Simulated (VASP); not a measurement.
# SnO2 (Cassiterite) (P4_2/mnm) in VASP: notebook

The runs below take SnO2 (Cassiterite) through single point, with PBE.

Everything below comes from runs of VASP 6.6.1. Logs are shortened: lines on timing, memory, paths and dates and some standing lists are left out, and cuts for length are marked.

## Step 1: The cell of the first run

It takes space group P4_2/mnm (No. 136, tetragonal). The conventional cell has a = 5.035 Å, b = 5.035 Å, c = 3.274 Å, α = 90.00°, β = 90.00°, γ = 90.00°. Sn (site symmetry mmm) has 6 O at 2.12 to 2.21 Å within 2.8 Å. Within 2.8 Å of O (site symmetry m2m) lie 3 Sn at 2.12 to 2.21 Å and 1 O at 2.71 Å.

## Step 2: Single point, PBE (volume scaled by 1.10, then relaxed in part)

INCAR reads:

```
ALGO = Normal
EDIFF = 1E-7
ENCUT = 520
GGA = PE
ISIF = 2
ISMEAR = 0
LASPH = T
LCHARG = F
LREAL = F
LWAVE = F
NBANDS = 35
NELM = 80
PREC = Accurate
SIGMA = 0.02
```

KPOINTS reads:

```
k-points
0
Gamma
  6 6 8
```

POSCAR reads:

```
SnO2
1.0
    5.0350430700      0.0000000000      0.0000000000
    0.0000000000      5.0350430700      0.0000000000
    0.0000000000      0.0000000000      3.2741797910
Sn O
2 4
Direct
    0.0000000000      0.0000000000      0.0000000000
    0.5000000000      0.5000000000      0.5000000000
    0.3100081520      0.3100081520      0.0000000000
    0.1899918480      0.8100081520      0.5000000000
    0.6899918480      0.6899918480      0.0000000000
    0.8100081520      0.1899918480      0.5000000000
```

Potentials or basis: VASP PAW PBE potentials, release 64 (Sn_d, O).

On the command line:

```sh
$ cat potpaw_PBE.64/Sn_d/POTCAR potpaw_PBE.64/O/POTCAR > POTCAR
$ mpirun -np 1 vasp_std > vasp.out
```

OUTCAR:

```text
EDIFF = 1E-7
   ENCUT = 520
   GGA = PE
   ISIF = 2
   ISMEAR = 0
   LASPH = T
   LREAL = F
   NELM = 80
   PREC = Accurate

 ion  position               nearest neighbor table
   1  0.000  0.000  0.000-   4 2.12   6 2.12   4 2.12   6 2.12   5 2.21   3 2.21
   2  0.500  0.500  0.500-   3 2.12   5 2.12   3 2.12   5 2.12   4 2.21   6 2.21
   3  0.310  0.310  0.000-   2 2.12   2 2.12   1 2.21
   4  0.190  0.810  0.500-   1 2.12   1 2.12   2 2.21
   5  0.690  0.690  0.000-   2 2.12   2 2.12   1 2.21
   6  0.810  0.190  0.500-   1 2.12   1 2.12   2 2.21

  LATTYP: Found a simple tetragonal cell.
 ALAT       =     5.0350430700
 C/A-ratio  =     0.6502784078

  Lattice vectors:

 A1 = (   5.0350430700,   0.0000000000,   0.0000000000)
 A2 = (   0.0000000000,   5.0350430700,   0.0000000000)
 A3 = (   0.0000000000,   0.0000000000,   3.2741797910)

Analysis of symmetry for initial positions (statically):
=====================================================================
 Subroutine PRICEL returns:
 Original cell was already a primitive cell.

 Routine SETGRP: Setting up the symmetry group for a
 simple tetragonal supercell.

 Subroutine GETGRP returns: Found 16 space group operations
 (whereof  8 operations were pure point group operations)
 out of a pool of 16 trial point group operations.

The static configuration has the point symmetry D_2h.
 The point group associated with its full space group is D_4h.

Analysis of symmetry for dynamics (positions and initial velocities):
=====================================================================
 Subroutine PRICEL returns:
 Original cell was already a primitive cell.

 Routine SETGRP: Setting up the symmetry group for a
 simple tetragonal supercell.

 Subroutine GETGRP returns: Found 16 space group operations
 (whereof  8 operations were pure point group operations)
 out of a pool of 16 trial point group operations.

The dynamic configuration has the point symmetry D_2h.
 The point group associated with its full space group is D_4h.

 Subroutine INISYM returns: Found 16 space group operations
 (whereof  8 operations are pure point group operations),
 and found     1 'primitive' translations

----------------------------------------------------------------------------------------

                                     Primitive cell

  volume of cell :      83.0059

  direct lattice vectors                    reciprocal lattice vectors
     5.035043070  0.000000000  0.000000000     0.198608033  0.000000000  0.000000000
     0.000000000  5.035043070  0.000000000     0.000000000  0.198608033  0.000000000
     0.000000000  0.000000000  3.274179791     0.000000000  0.000000000  0.305420003

  length of vectors
     5.035043070  5.035043070  3.274179791     0.198608033  0.198608033  0.305420003

  position of ions in fractional coordinates (direct lattice)
     0.000000000  0.000000000  0.000000000
     0.500000000  0.500000000  0.500000000
     0.310008152  0.310008152  0.000000000
     0.189991848  0.810008152  0.500000000
     0.689991848  0.689991848  0.000000000
     0.810008152  0.189991848  0.500000000

  ion indices of the primitive-cell ions
   primitive index   ion index
                 1           1
                 2           2
                 3           3
                 4           4
                 5           5
                 6           6

----------------------------------------------------------------------------------------

 KPOINTS: k-points

Automatic generation of k-mesh.
 Grid dimensions read from file:
 generate k-points for:    6    6    8

 Generating k-lattice:

  Cartesian coordinates                     Fractional coordinates (reciprocal lattice)
     0.033101339  0.000000000  0.000000000     0.166666667  0.000000000  0.000000000
     0.000000000  0.033101339  0.000000000     0.000000000  0.166666667  0.000000000
     0.000000000  0.000000000  0.038177500     0.000000000  0.000000000  0.125000000

  Length of vectors
     0.033101339  0.033101339  0.038177500

  Shift w.r.t. Gamma in fractional coordinates (k-lattice)
     0.000000000  0.000000000  0.000000000

 Subroutine IBZKPT returns following result:
 ===========================================

 Found     50 irreducible k-points:

 Following reciprocal coordinates:
            Coordinates               Weight
  0.000000  0.000000  0.000000      1.000000
  0.166667  0.000000  0.000000      4.000000
  0.333333  0.000000  0.000000      4.000000
  0.500000  0.000000  0.000000      2.000000
  0.166667  0.166667  0.000000      4.000000
  0.333333  0.166667  0.000000      8.000000
[... 16 lines left out ...]
  0.333333  0.000000  0.250000      8.000000
  0.500000  0.000000  0.250000      4.000000
 [... further k-points ...]
   k-points           NKPTS =     50   k-points in BZ     NKDIM =     50   number of bands    NBANDS=     35
   number of dos      NEDOS =    301   number of ions     NIONS =      6
   total plane-waves  NPLWV =  38400
   dimension x,y,z NGX =    40 NGY =   40 NGZ =   24
   dimension x,y,z NGXF=    80 NGYF=   80 NGZF=   48
   ions per type =               2   4
   NGX,Y,Z   is equivalent  to a cutoff of  13.21, 13.21, 12.19 a.u.
   NGXF,Y,Z  is equivalent  to a cutoff of  26.41, 26.41, 24.37 a.u.
 SYSTEM =  unknown system
   PREC   = accura    normal or accurate (medium, high low for compatibility)
   ISTART =      0    job   : 0-new  1-cont  2-samecut
   ICHARG =      2    charge: 1-file 2-atom 10-const
   ISPIN  =      1    spin polarized calculation?
   LNONCOLLINEAR =      F non collinear calculations
   LSORBIT =      F    spin-orbit coupling
   LASPH  =      T    aspherical Exc in radial PAW
   ENCUT  =  520.0 eV  38.22 Ry    6.18 a.u.   9.36  9.36  6.09*2*pi/ulx,y,z
   NELM   =     80;   NELMIN=  2; NELMDL= -5     # of ELM steps
   EDIFF  = 0.1E-06   stopping-criterion for ELM
   LREAL  =      F    real-space projection
   EDIFFG = 0.1E-05   stopping-criterion for IOM
   NSW    =      0    number of steps for IOM
   IBRION =     -1    ionic relax: 0-MD 1-quasi-New 2-CG
   NFREE  =      0    steps in history (QN), initial steepest desc. (CG)
   ISIF   =      2    stress and relaxation
   ISYM   =      2    0-nonsym 1-usesym 2-fastsym
   POTIM  = 0.5000    time-step for ionic-motion
   TEBEG  =    0.0;   TEEND  =   0.0 temperature during run
   PSTRESS=    0.0 pullay stress
   NELECT =      52.0000    total number of electrons
   NUPDOWN=      -1.0000    fix difference up-down
   EMIN   =  10.00;   EMAX   =-10.00  energy-range for DOS
   EFERMI =   0.00;   METHOD = LEGACY
   ISMEAR =     0;   SIGMA  =   0.02  broadening in eV -4-tet -1-fermi 0-gaus
   EFERMI_NEDOS =   21; number of points for ismear=-14 and -15
   IALGO  =     38    algorithm
   IMIX   =      4    mixing-type and parameters
     AMIX     =   0.40;   BMIX     =  1.00
     AMIX_MAG =   1.60;   BMIX_MAG =  1.00
  volume/ion in A,a.u.               =      13.83        93.36
  Fermi-wavevector in a.u.,A,eV,Ry     =   1.400790  2.647109 26.697517  1.962212
  Thomas-Fermi vector in A             =   2.523715
   LORBIT       =      0    0 simple, 1 ext, 2 COOP (PROOUT), +10 PAW based schemes
   GGA     = PE    functional components
   LHFCALC =     F    Hartree Fock is set to
   AEXX    =    0.0000 exact exchange contribution
   IVDW    =     0    specifies the selected vdW correction
   LEPSILON=     F    determine dielectric tensor
   LRPA    =     F    only Hartree local field effects (RPA)
 non-spin polarized calculation
 Gauss-broadening in eV      SIGMA  =   0.02
  energy-cutoff  :      520.00
  volume of cell :       83.01
 maximum number of plane-waves:      2252
 NGX is ok and might be reduce to    40
   NGX = 19   NGY = 19   NGZ = 13

 number of electron      52.0000010 magnetization

 Free energy of the ion-electron system (eV)
  ---------------------------------------------------
  ext. energy  EPLUGINS =         0.00000000
  ---------------------------------------------------
  free energy    TOTEN  =       -37.02534541 eV

  energy without entropy =      -37.02528565  energy(sigma->0) =      -37.02531553

 E-fermi :   4.4573     XC(G=0): -10.4654

 val. band max:        4.4468636130   @ k =   0.0000   0.0000   0.0000
 cond. band min:       4.4676853154   @ k =   0.0000   0.0000   0.0000
 fundamental gap:      0.0208217023
 Fermi energy:         4.4572744642

 k-point     1 :       0.0000    0.0000    0.0000
  band No.  band energies     occupation
      1     -16.4804      2.00000
      2     -16.0486      2.00000
      3     -15.8663      2.00000
      4     -15.8403      2.00000
      5     -15.8403      2.00000
      6     -15.8004      2.00000
[... 27 lines left out ...]
     34      14.6057      0.00000
     35      16.0085      0.00000

 k-point     2 :       0.1667    0.0000    0.0000
  band No.  band energies     occupation
      1     -16.4541      2.00000
      2     -16.0758      2.00000
      3     -15.8648      2.00000
      4     -15.8394      2.00000
      5     -15.8394      2.00000
      6     -15.8035      2.00000
[... 27 lines left out ...]
     34      15.1025      0.00000
     35      16.0226      0.00000

 k-point     3 :       0.3333    0.0000    0.0000
  band No.  band energies     occupation
      1     -16.3795      2.00000
      2     -16.1571      2.00000
      3     -15.8598      2.00000
      4     -15.8376      2.00000
      5     -15.8375      2.00000
      6     -15.8308      2.00000
[... 27 lines left out ...]
     34      15.8145      0.00000
     35      16.0942      0.00000
[... 723 lines left out ...]
 k-point    23 :       0.3333    0.0000    0.2500
  band No.  band energies     occupation
      1     -16.2873      2.00000
      2     -16.2155      2.00000
      3     -16.0350      2.00000
      4     -15.9111      2.00000
      5     -15.7934      2.00000
      6     -15.7873      2.00000
[... 27 lines left out ...]
     34      15.6243      0.00000
     35      16.1959      0.00000

 k-point    24 :       0.5000    0.0000    0.2500
  band No.  band energies     occupation
      1     -16.2631      2.00000
      2     -16.2631      2.00000
      3     -15.9633      2.00000
      4     -15.9633      2.00000
      5     -15.7910      2.00000
      6     -15.7910      2.00000
[... 27 lines left out ...]
     34      15.5448      0.00000
     35      16.2554      0.00000

 [... further k-points ...]
[... 5 lines left out ...]
  --------------------------------------------------------------------------------------
  -------------------------------------------------------------------------------------
  Total       -5.9356989     -5.9356989     -5.7807817      0.0000000      0.0000000      0.0000000
  in kB     -114.5706934   -114.5706934   -111.5804866      0.0000000      0.0000000      0.0000000
  external PRESSURE =    -113.5739578 kB  Pullay stress =       0.0000000 kB

 VOLUME and BASIS-vectors are now :
 -----------------------------------------------------------------------------
  energy-cutoff  :      520.00
  volume of cell :       83.01
      direct lattice vectors                 reciprocal lattice vectors
     5.035043070  0.000000000  0.000000000     0.198608033  0.000000000  0.000000000
     0.000000000  5.035043070  0.000000000     0.000000000  0.198608033  0.000000000
     0.000000000  0.000000000  3.274179791     0.000000000  0.000000000  0.305420003

 POSITION                                       TOTAL-FORCE (eV/Angst)
 -----------------------------------------------------------------------------------
      0.00000      0.00000      0.00000        -0.000000      0.000000      0.000000
      2.51752      2.51752      1.63709        -0.000000      0.000000      0.000000
      1.56090      1.56090      0.00000        -0.019901     -0.019901     -0.000000
      0.95662      4.07843      1.63709         0.019901     -0.019901     -0.000000
      3.47414      3.47414      0.00000         0.019901      0.019901      0.000000
      4.07843      0.95662      1.63709        -0.019901      0.019901      0.000000
 -----------------------------------------------------------------------------------
    total drift:                               -0.000000      0.000000     -0.000000

  FREE ENERGIE OF THE ION-ELECTRON SYSTEM (eV)
  ---------------------------------------------------
  free  energy   TOTEN  =       -37.0253454108 eV

  energy  without entropy=      -37.0252856503  energy(sigma->0) =      -37.02531553
```

Wall time 45 s (1 thread of Intel Xeon 6975P-C (Granite Rapids), shared host); peak memory 0.26 GiB.

Results:

```
Free energy   : -37.0253 eV
Pressure      : -11.4 GPa
Largest force : 0.028 eV/Å
```

Forces on the atoms (eV/Å):
```
Sn   0.000  0.000  0.000
Sn   0.000  0.000  0.000
O   -0.020 -0.020  0.000
O    0.020 -0.020  0.000
O    0.020  0.020  0.000
O   -0.020  0.020  0.000
```

Stress tensor (GPa, compression positive):
```
-11.46   0.00   0.00
  0.00 -11.46   0.00
  0.00   0.00 -11.16
```

Caveat: spin-orbit coupling is left out, which moves the levels of the heavy elements.

## Step 3: Single point, PBE (volume scaled by 0.88, then relaxed in part)

INCAR: that of step 2 with these lines changed.

```diff
@@ -1,3 +1,3 @@
 ALGO = Normal
-EDIFF = 1E-7
+EDIFF = 1E-6
 ENCUT = 520
```

KPOINTS is that of step 2.

POSCAR reads:

```
SnO2
1.0
    4.5824009216      0.0000000000      0.0000000000
    0.0000000000      4.5824009216      0.0000000000
    0.0000000000      0.0000000000      3.1623703036
Sn O
2 4
Direct
    0.0000000000      0.0000000000      0.0000000000
    0.5000000000      0.5000000000      0.5000000000
    0.3052573177      0.3052573177      0.0000000000
    0.1947426823      0.8052573177      0.5000000000
    0.6947426823      0.6947426823      0.0000000000
    0.8052573177      0.1947426823      0.5000000000
```

Potentials or basis: VASP PAW PBE potentials, release 64 (Sn_d, O).

On the command line:

```sh
$ cat potpaw_PBE.64/Sn_d/POTCAR potpaw_PBE.64/O/POTCAR > POTCAR
$ mpirun -np 1 vasp_std > vasp.out
```

OUTCAR:

```text
EDIFF = 1E-6
   ENCUT = 520
   GGA = PE
   ISIF = 2
   ISMEAR = 0
   LASPH = T
   LREAL = F
   NELM = 80
   PREC = Accurate

 ion  position               nearest neighbor table
   1  0.000  0.000  0.000-   3 1.98   5 1.98   4 2.02   6 2.02   4 2.02   6 2.02   2 3.61   2 3.61
                             2 3.61   2 3.61   2 3.61   2 3.61   2 3.61   2 3.61
   2  0.500  0.500  0.500-   4 1.98   6 1.98   5 2.02   3 2.02   3 2.02   5 2.02   1 3.61   1 3.61
                             1 3.61   1 3.61   1 3.61   1 3.61   1 3.61   1 3.61
   3  0.305  0.305  0.000-   1 1.98   2 2.02   2 2.02
[... 1125 lines left out ...]
  -------------------------------------------------------------------------------------
  Total       12.7074146     12.7074146     12.8746360      0.0000000      0.0000000      0.0000000
  in kB      306.5976983    306.5976983    310.6323288      0.0000000      0.0000000      0.0000000
  external PRESSURE =     307.9425751 kB  Pullay stress =       0.0000000 kB

 VOLUME and BASIS-vectors are now :
 -----------------------------------------------------------------------------
  energy-cutoff  :      520.00
  volume of cell :       66.40
      direct lattice vectors                 reciprocal lattice vectors
     4.582400922  0.000000000  0.000000000     0.218226213  0.000000000  0.000000000
     0.000000000  4.582400922  0.000000000     0.000000000  0.218226213  0.000000000
     0.000000000  0.000000000  3.162370304     0.000000000  0.000000000  0.316218502

 POSITION                                       TOTAL-FORCE (eV/Angst)
 -----------------------------------------------------------------------------------
      0.00000      0.00000      0.00000         0.000000      0.000000     -0.000000
      2.29120      2.29120      1.58119         0.000000      0.000000     -0.000000
      1.39881      1.39881      0.00000        -0.010570     -0.010570     -0.000000
      0.89239      3.69001      1.58119         0.010570     -0.010570     -0.000000
      3.18359      3.18359      0.00000         0.010570      0.010570      0.000000
      3.69001      0.89239      1.58119        -0.010570      0.010570      0.000000
 -----------------------------------------------------------------------------------
    total drift:                                0.000000      0.000000      0.000000

  FREE ENERGIE OF THE ION-ELECTRON SYSTEM (eV)
  ---------------------------------------------------
  free  energy   TOTEN  =       -36.5146485184 eV

  energy  without entropy=      -36.5146485184  energy(sigma->0) =      -36.51464852
```

stdout:

```text
POSCAR found type information on POSCAR SnO
 POSCAR found :  2 types and       6 ions
 scaLAPACK will be used
 LDA part: xc-table for (Slater+PW92), standard interpolation
 POSCAR, INCAR and KPOINTS ok, starting setup
 FFT: planning ... GRIDC
 FFT: planning ... GRID_SOFT
 FFT: planning ... GRID
 WAVECAR not read
 entering main loop
```

Wall time 37 s (1 thread of Intel Xeon 6975P-C (Granite Rapids), shared host); peak memory 0.23 GiB.

Results:

```
Free energy            : -36.5146 eV
Pressure               : 30.8 GPa
Largest force          : 0.015 eV/Å
Band gap on the k mesh : 2.08 eV, direct
```

Forces on the atoms (eV/Å):
```
Sn   0.000  0.000  0.000
Sn   0.000  0.000  0.000
O   -0.011 -0.011  0.000
O    0.011 -0.011  0.000
O    0.011  0.011  0.000
O   -0.011  0.011  0.000
```

Stress tensor (GPa, compression positive):
```
30.66  0.00  0.00
 0.00 30.66  0.00
 0.00  0.00 31.06
```

Caveat: spin-orbit coupling is left out, which moves the levels of the heavy elements.

## Step 4: Single point, PBE (volume scaled by 0.94, then relaxed in part)

INCAR reads:

```
SYSTEM = SnO2
PREC = Accurate
ENCUT = 520
EDIFF = 1E-6
ISMEAR = 0
SIGMA = 0.02
LREAL = .False.
LASPH = .True.
NELM = 80
ALGO = Normal
ISIF = 2
LWAVE = .False.
LCHARG = .False.
GGA = PE
NBANDS = 35
```

KPOINTS reads:

```
regular mesh
0
Gamma
  6 6 8
  0 0 0
```

POSCAR reads:

```
SnO2
1.0
    4.7061857290      0.0000000000      0.0000000000
    0.0000000000      4.7061857290      0.0000000000
    0.0000000000      0.0000000000      3.2026239472
Sn O
2 4
Direct
    0.0000000000      0.0000000000      0.0000000000
    0.5000000000      0.5000000000      0.5000000000
    0.3056031422      0.3056031422      0.0000000000
    0.1943968578      0.8056031422      0.5000000000
    0.6943968578      0.6943968578      0.0000000000
    0.8056031422      0.1943968578      0.5000000000
```

On the command line:

```sh
$ cat potpaw_PBE.64/Sn_d/POTCAR potpaw_PBE.64/O/POTCAR > POTCAR
$ mpirun -np 1 vasp_std > vasp.out
```

It took 34 s on 1 thread of Intel Xeon 6975P-C (Granite Rapids), shared host; peak memory 0.23 GiB.

Results (log left out):

```
Free energy            : -37.1249 eV
Pressure               : 13.0 GPa
Largest force          : 0.014 eV/Å
Band gap on the k mesh : 1.30 eV, direct
```

Forces in eV/Å, atoms in the order of the input:
```
Sn   0.000  0.000  0.000
Sn   0.000  0.000  0.000
O   -0.010 -0.010  0.000
O    0.010 -0.010  0.000
O    0.010  0.010  0.000
O   -0.010  0.010  0.000
```

Stress tensor (GPa, compression positive):
```
12.90  0.00  0.00
 0.00 12.90  0.00
 0.00  0.00 13.24
```

Levels at points of the mesh, in eV from the valence-band top:
| k point | band 24 | band 25 | band 26 | band 27 | band 28 | band 29 |
| --- | --- | --- | --- | --- | --- | --- |
| (0.00, 0.00, 0.00) | -0.78 | -0.78 | 0.00 | 1.30 | 6.17 | 6.29 |
| (0.50, 0.00, 0.00) | -1.21 | -0.62 | -0.62 | 4.52 | 4.52 | 7.08 |
| (0.50, 0.50, 0.00) | -1.34 | -0.89 | -0.89 | 4.92 | 4.92 | 7.55 |
| (0.00, 0.00, 0.50) | -1.69 | -1.26 | -1.26 | 6.27 | 6.27 | 9.85 |
| (0.50, 0.00, 0.50) | -1.11 | -0.67 | -0.67 | 6.57 | 6.57 | 8.20 |
| (0.50, 0.50, 0.50) | -0.95 | -0.83 | -0.83 | 4.93 | 4.93 | 8.98 |

Caveat: spin-orbit coupling is left out, which moves the levels of the heavy elements.

[end of part 1 of 2]
